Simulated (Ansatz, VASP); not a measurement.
## Two plane-wave programs on Nb

Contents of INCAR:

```
SYSTEM = Nb
PREC = Accurate ; ENCUT = 520
EDIFF = 1E-6 ; ISMEAR = -1
SIGMA = 0.05 ; LREAL = .FALSE.
LASPH = .TRUE. ; NELM = 100
ALGO = Normal ; ISIF = 2
LWAVE = .FALSE. ; LCHARG = .FALSE.
GGA = PE ; NBANDS = 20
```

Contents of KPOINTS:

```
Automatic mesh
0
G
  16 16 9
  0 0 0
```

The input POSCAR:

```
Nb
1.0
    2.3561736222      0.0000000000      0.0000000000
   -1.1780868111      2.0405062125      0.0000000000
    0.0000000000      0.0000000000      4.0378178108
Nb
2
Direct
    0.3333333333      0.6666666667      0.2500000000
    0.6666666667      0.3333333333      0.7500000000
```

Input for Ansatz:

```yaml
crystal:
  lattice:
    - [2.3561736222, 0.0, 0.0]
    - [-1.1780868111, 2.0405062125, 0.0]
    - [0.0, 0.0, 4.0378178108]
  atoms:
    - { symbol: Nb, position: [0.3333333333, 0.6666666667, 0.25] }
    - { symbol: Nb, position: [0.6666666667, 0.3333333333, 0.75] }
kpoints:
  mp_grid: { grid: [16, 16, 9] }
scf:
  occupations: { method: fermi_dirac, width: 0.05 }
hamiltonian:
  xc: pbe
  pseudopotentials: { kind: paw }
output:
  forces: true
  stress: true
  eigenvalues: true
  populations: true
```

Change from the starting cell: volume scaled by 0.52, PAW files.

Alike in both runs: task single point; functional PBE; k mesh 16 × 16 × 9; occupations fermi-dirac, width 0.05 eV; no spin polarisation.

|  | VASP | Ansatz |
| --- | --- | --- |
| version | VASP 6.6.1 | Ansatz 0.2.0 |
| potentials or method | VASP PAW PBE potentials, release 64 (Nb_sv) | PAW with Ansatz's default frozen-core files, scalar-relativistic |
| plane-wave cutoff (eV) | 520 | 420 |
| valence electrons in the cell | 26 | 26 |

|  | VASP | Ansatz | Ansatz less VASP |
| --- | --- | --- | --- |
| pressure (GPa) | 339.3 | 337.7 | -1.68 |
| traceless stress, the component that is largest in VASP (GPa) | -0.19 | 0.02 | +0.212 |

Both programs put the cell under a high pressure, so it lies far from rest at this level. The functional is the same, so the differences come from potentials, cutoffs and numerics.

Noted on VASP's run: the cell as given lies far from equilibrium.
